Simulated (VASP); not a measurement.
# Ti2NbC3 (P-6m2) in VASP: a series of runs

The runs below take Ti2NbC3 through single point, with PBE.

All numbers are computed with VASP 6.6.1; they aren't measurements. Logs are shortened: lines on timing, memory, paths and dates and some standing lists are left out, and cuts for length are marked.

## (1) The cell of the first run

Symmetry: P-6m2, No. 187, hexagonal system. The conventional cell has a = 3.358 Å, b = 3.358 Å, c = 7.685 Å, α = 90.00°, β = 90.00°, γ = 120.00°. Ti (site symmetry 3m) has 6 C at 2.32 Å and 1 Ti at 2.54 Å within 3.1 Å. Nb (site symmetry -6m2) has 3 C at 1.94 Å within 2.6 Å. Within 2.6 Å of C (site symmetry -6m2) lie 3 C at 1.94 Å and 6 Ti at 2.32 Å. C (site symmetry -6m2) has 3 Nb at 1.94 Å within 2.6 Å. Within 2.6 Å of C (site symmetry -6m2) lie 3 C at 1.94 Å and 6 Ti at 2.32 Å.

## (2) Single point, PBE

INCAR

```
SYSTEM = Ti2NbC3
PREC = Accurate
ENCUT = 520
EDIFF = 1E-7
ISMEAR = 0
SIGMA = 0.1
LREAL = .False.
LASPH = .True.
NELM = 80
ALGO = Normal
ISIF = 2
LWAVE = .False.
LCHARG = .False.
GGA = PE
NBANDS = 34
```

KPOINTS

```
regular mesh
0
Gamma
  6 6 4
  0 0 0
```

POSCAR

```
Ti2NbC3
1.0
    3.3580753935      0.0000000026      0.0000000000
   -1.6790376990      2.9081785973      0.0000000000
    0.0000000000      0.0000000000      7.6849515811
Ti Nb C
2 1 3
Direct
    0.6666666667      0.3333333333      0.3347425531
    0.6666666667      0.3333333333      0.6652574469
    0.0000000000      0.0000000000      0.0000000000
    0.0000000000      0.0000000000      0.5000000000
    0.3333333333      0.6666666667      0.0000000000
    0.3333333333      0.6666666667      0.5000000000
```

Potentials or basis: VASP PAW PBE potentials, release 64 (Ti_sv, Nb_sv, C).

The run is started by

```
$ cat potpaw_PBE.64/Ti_sv/POTCAR potpaw_PBE.64/Nb_sv/POTCAR potpaw_PBE.64/C/POTCAR > POTCAR
$ mpirun -np 1 vasp_std > vasp.out
```

OUTCAR:

```text
SYSTEM = Ti2NbC3
   PREC = Accurate
   ENCUT = 520
   EDIFF = 1E-7
   ISMEAR = 0
   LREAL = .False.
   LASPH = .True.
   NELM = 80
   ISIF = 2
   GGA = PE

 ion  position               nearest neighbor table
   1  0.667  0.333  0.335-   4 2.32   6 2.32   6 2.32   4 2.32   4 2.32   6 2.32   2 2.54
   2  0.667  0.333  0.665-   4 2.32   6 2.32   6 2.32   4 2.32   4 2.32   6 2.32   1 2.54
   3  0.000  0.000  0.000-   5 1.94   5 1.94   5 1.94
   4  0.000  0.000  0.500-   6 1.94   6 1.94   6 1.94   1 2.32   2 2.32   2 2.32   1 2.32   2 2.32
                             1 2.32
   5  0.333  0.667  0.000-   3 1.94   3 1.94   3 1.94
   6  0.333  0.667  0.500-   4 1.94   4 1.94   4 1.94   1 2.32   2 2.32   1 2.32   2 2.32   1 2.32
                             2 2.32

  LATTYP: Found a hexagonal cell.
 ALAT       =     3.3580753935
 C/A-ratio  =     2.2884988217

  Lattice vectors:

 A1 = (   3.3580753935,   0.0000000026,   0.0000000000)
 A2 = (  -1.6790376990,   2.9081785973,   0.0000000000)
 A3 = (   0.0000000000,   0.0000000000,   7.6849515811)

Analysis of symmetry for initial positions (statically):
=====================================================================
 Subroutine PRICEL returns:
 Original cell was already a primitive cell.

 Routine SETGRP: Setting up the symmetry group for a
 hexagonal supercell.

 Subroutine GETGRP returns: Found 12 space group operations
 (whereof 12 operations were pure point group operations)
 out of a pool of 24 trial point group operations.

The static configuration has the point symmetry D_3h.

Analysis of symmetry for dynamics (positions and initial velocities):
=====================================================================
 Subroutine PRICEL returns:
 Original cell was already a primitive cell.

 Routine SETGRP: Setting up the symmetry group for a
 hexagonal supercell.

 Subroutine GETGRP returns: Found 12 space group operations
 (whereof 12 operations were pure point group operations)
 out of a pool of 24 trial point group operations.

The dynamic configuration has the point symmetry D_3h.

 Subroutine INISYM returns: Found 12 space group operations
 (whereof 12 operations are pure point group operations),
 and found     1 'primitive' translations

----------------------------------------------------------------------------------------

                                     Primitive cell

  volume of cell :      75.0503

  direct lattice vectors                    reciprocal lattice vectors
     3.358075394  0.000000003  0.000000000     0.297789621  0.171928918  0.000000000
    -1.679037699  2.908178597  0.000000000    -0.000000000  0.343857836  0.000000000
     0.000000000  0.000000000  7.684951581     0.000000000  0.000000000  0.130124437

  length of vectors
     3.358075394  3.358075394  7.684951581     0.343857836  0.343857836  0.130124437

  position of ions in fractional coordinates (direct lattice)
     0.666666667  0.333333333  0.334742553
     0.666666667  0.333333333  0.665257447
     0.000000000  0.000000000  0.000000000
     0.000000000  0.000000000  0.500000000
     0.333333333  0.666666667  0.000000000
     0.333333333  0.666666667  0.500000000

  ion indices of the primitive-cell ions
   primitive index   ion index
                 1           1
                 2           2
                 3           3
                 4           4
                 5           5
                 6           6

----------------------------------------------------------------------------------------

 KPOINTS: regular mesh

Automatic generation of k-mesh.
 Grid dimensions read from file:
 generate k-points for:    6    6    4

 Generating k-lattice:

  Cartesian coordinates                     Fractional coordinates (reciprocal lattice)
     0.049631604  0.028654820  0.000000000     0.166666667  0.000000000  0.000000000
    -0.000000000  0.057309639  0.000000000     0.000000000  0.166666667  0.000000000
     0.000000000  0.000000000  0.032531109     0.000000000  0.000000000  0.250000000

  Length of vectors
     0.057309639  0.057309639  0.032531109

  Shift w.r.t. Gamma in fractional coordinates (k-lattice)
     0.000000000  0.000000000  0.000000000

 Subroutine IBZKPT returns following result:
 ===========================================

 Found     21 irreducible k-points:

 Following reciprocal coordinates:
            Coordinates               Weight
  0.000000  0.000000  0.000000      1.000000
  0.166667  0.000000  0.000000      6.000000
  0.333333  0.000000  0.000000      6.000000
  0.500000  0.000000  0.000000      3.000000
  0.166667  0.166667  0.000000      6.000000
  0.333333  0.166667  0.000000     12.000000
[... 13 lines left out ...]
  0.333333  0.166667  0.500000     12.000000
  0.333333  0.333333  0.500000      2.000000
   k-points           NKPTS =     21   k-points in BZ     NKDIM =     21   number of bands    NBANDS=     34
   number of dos      NEDOS =    301   number of ions     NIONS =      6
   total plane-waves  NPLWV =  47040
   dimension x,y,z NGX =    28 NGY =   28 NGZ =   60
   dimension x,y,z NGXF=    56 NGYF=   56 NGZF=  120
   ions per type =               2   1   3
   NGX,Y,Z   is equivalent  to a cutoff of  13.86, 13.86, 12.98 a.u.
   NGXF,Y,Z  is equivalent  to a cutoff of  27.72, 27.72, 25.96 a.u.
 SYSTEM =  Ti2NbC3
   PREC   = accura    normal or accurate (medium, high low for compatibility)
   ISTART =      0    job   : 0-new  1-cont  2-samecut
   ICHARG =      2    charge: 1-file 2-atom 10-const
   ISPIN  =      1    spin polarized calculation?
   LNONCOLLINEAR =      F non collinear calculations
   LSORBIT =      F    spin-orbit coupling
   LASPH  =      T    aspherical Exc in radial PAW
   ENCUT  =  520.0 eV  38.22 Ry    6.18 a.u.   6.24  6.24 14.29*2*pi/ulx,y,z
   NELM   =     80;   NELMIN=  2; NELMDL= -5     # of ELM steps
   EDIFF  = 0.1E-06   stopping-criterion for ELM
   LREAL  =      F    real-space projection
   EDIFFG = 0.1E-05   stopping-criterion for IOM
   NSW    =      0    number of steps for IOM
   IBRION =     -1    ionic relax: 0-MD 1-quasi-New 2-CG
   NFREE  =      0    steps in history (QN), initial steepest desc. (CG)
   ISIF   =      2    stress and relaxation
   ISYM   =      2    0-nonsym 1-usesym 2-fastsym
   POTIM  = 0.5000    time-step for ionic-motion
   TEBEG  =    0.0;   TEEND  =   0.0 temperature during run
   PSTRESS=    0.0 pullay stress
   NELECT =      49.0000    total number of electrons
   NUPDOWN=      -1.0000    fix difference up-down
   EMIN   =  10.00;   EMAX   =-10.00  energy-range for DOS
   EFERMI =   0.00;   METHOD = LEGACY
   ISMEAR =     0;   SIGMA  =   0.10  broadening in eV -4-tet -1-fermi 0-gaus
   EFERMI_NEDOS =   21; number of points for ismear=-14 and -15
   IALGO  =     38    algorithm
   IMIX   =      4    mixing-type and parameters
     AMIX     =   0.40;   BMIX     =  1.00
     AMIX_MAG =   1.60;   BMIX_MAG =  1.00
  volume/ion in A,a.u.               =      12.51        84.41
  Fermi-wavevector in a.u.,A,eV,Ry     =   1.420221  2.683829 27.443333  2.017028
  Thomas-Fermi vector in A             =   2.541159
   LORBIT       =      0    0 simple, 1 ext, 2 COOP (PROOUT), +10 PAW based schemes
   GGA     = PE    functional components
   LHFCALC =     F    Hartree Fock is set to
   AEXX    =    0.0000 exact exchange contribution
   IVDW    =     0    specifies the selected vdW correction
   LEPSILON=     F    determine dielectric tensor
   LRPA    =     F    only Hartree local field effects (RPA)
 non-spin polarized calculation
 Gauss-broadening in eV      SIGMA  =   0.10
  energy-cutoff  :      520.00
  volume of cell :       75.05
 maximum number of plane-waves:      2036
 NGX is ok and might be reduce to    28
   NGX = 13   NGY = 13   NGZ = 29

 number of electron      49.0000002 magnetization

 Free energy of the ion-electron system (eV)
  ---------------------------------------------------
  ext. energy  EPLUGINS =         0.00000000
  ---------------------------------------------------
  free energy    TOTEN  =       -49.99792642 eV

  energy without entropy =      -49.96658496  energy(sigma->0) =      -49.98225569

 E-fermi :   8.7003     XC(G=0): -11.7749

 val. band max:        8.6957321012   @ k =   0.3333   0.1667   0.0000
 cond. band min:       8.7379898057   @ k =   0.3333   0.1667   0.2500
 fundamental gap:      0.0422577045
 Fermi energy:         8.7003140379

 k-point     1 :       0.0000    0.0000    0.0000
  band No.  band energies     occupation
      1     -48.4203      2.00000
      2     -48.3251      2.00000
      3     -45.8147      2.00000
      4     -24.9568      2.00000
      5     -24.6361      2.00000
      6     -24.6361      2.00000
[... 26 lines left out ...]
     33      11.5321      0.00000
     34      11.5322      0.00000

 k-point     2 :       0.1667    0.0000    0.0000
  band No.  band energies     occupation
      1     -48.4164      2.00000
      2     -48.3216      2.00000
      3     -45.8050      2.00000
      4     -24.9481      2.00000
      5     -24.6775      2.00000
      6     -24.6460      2.00000
[... 26 lines left out ...]
     33      11.7812      0.00000
     34      12.1522      0.00000

 k-point     3 :       0.3333    0.0000    0.0000
  band No.  band energies     occupation
      1     -48.4085      2.00000
      2     -48.3146      2.00000
      3     -45.7857      2.00000
      4     -24.9295      2.00000
      5     -24.7604      2.00000
      6     -24.6657      2.00000
[... 26 lines left out ...]
     33      11.6134      0.00000
     34      12.6671      0.00000
[... 593 lines left out ...]
 k-point    20 :       0.3333    0.1667    0.5000
  band No.  band energies     occupation
      1     -48.4045      2.00000
      2     -48.3111      2.00000
      3     -45.7759      2.00000
      4     -24.9175      2.00000
      5     -24.7823      2.00000
      6     -24.6972      2.00000
[... 26 lines left out ...]
     33      11.9437      0.00000
     34      12.6193      0.00000

 k-point    21 :       0.3333    0.3333    0.5000
  band No.  band energies     occupation
      1     -48.4026      2.00000
      2     -48.3093      2.00000
      3     -45.7710      2.00000
      4     -24.9116      2.00000
      5     -24.7540      2.00000
      6     -24.7518      2.00000
[... 26 lines left out ...]
     33      12.1428      0.00000
     34      12.8507      0.00000

------------------------ aborting loop because EDIFF is reached ----------------------------------------

  FORCE on cell =-STRESS in cart. coord.  units (eV):
  Direction    XX          YY          ZZ          XY          YZ          ZX
  --------------------------------------------------------------------------------------
  -------------------------------------------------------------------------------------
  Total       -0.0121072     -0.0121072      0.0961211     -0.0000000     -0.0000000      0.0000000
  in kB       -0.2584653     -0.2584653      2.0519976     -0.0000000     -0.0000000      0.0000000
  external PRESSURE =       0.5116890 kB  Pullay stress =       0.0000000 kB

 VOLUME and BASIS-vectors are now :
 -----------------------------------------------------------------------------
  energy-cutoff  :      520.00
  volume of cell :       75.05
      direct lattice vectors                 reciprocal lattice vectors
     3.358075394  0.000000003  0.000000000     0.297789621  0.171928918  0.000000000
    -1.679037699  2.908178597  0.000000000    -0.000000000  0.343857836  0.000000000
     0.000000000  0.000000000  7.684951581     0.000000000  0.000000000  0.130124437

 POSITION                                       TOTAL-FORCE (eV/Angst)
 -----------------------------------------------------------------------------------
      1.67904      0.96939      2.57248         0.000000      0.000000     -0.047899
      1.67904      0.96939      5.11247        -0.000000      0.000000      0.047899
      0.00000      0.00000      0.00000         0.000000      0.000000      0.000000
      0.00000      0.00000      3.84248        -0.000000      0.000000      0.000000
     -0.00000      1.93879      0.00000        -0.000000     -0.000000      0.000000
     -0.00000      1.93879      3.84248         0.000000     -0.000000      0.000000
 -----------------------------------------------------------------------------------
    total drift:                               -0.000000      0.000000      0.000000

  FREE ENERGIE OF THE ION-ELECTRON SYSTEM (eV)
  ---------------------------------------------------
  free  energy   TOTEN  =       -49.9979264152 eV

  energy  without entropy=      -49.9665849594  energy(sigma->0) =      -49.98225569
```

Wall time 2.5 min (1 thread of Intel Xeon Platinum 8124M at 3.00GHz (Skylake/Cascade Lake), shared host); peak memory 0.23 GiB.

What came out:

```
Free energy   : -49.9979 eV
Pressure      : 0.1 GPa
Largest force : 0.048 eV/Å
```

Forces on the atoms (eV/Å):
```
Ti   0.000  0.000 -0.048
Ti   0.000  0.000  0.048
Nb   0.000  0.000  0.000
C    0.000  0.000  0.000
C    0.000  0.000  0.000
C    0.000  0.000  0.000
```

Levels at points of the mesh, in eV from the Fermi level:
```csv
k point,band 23,band 24,band 25,band 26,band 27,band 28
"(0.00, 0.00, 0.00)",-1.52,-1.52,-0.82,0.35,0.35,1.61
"(0.50, 0.00, 0.00)",-1.29,0.39,0.42,0.58,1.26,1.57
"(0.00, 0.00, 0.50)",-1.57,-1.13,-1.03,0.58,0.58,1.56
"(0.50, 0.00, 0.50)",-0.75,-0.11,0.47,0.96,1.19,1.27
```

Caveat: the k points lie up to 0.36 Å⁻¹ apart.

(Continued in part 2 of 2.)
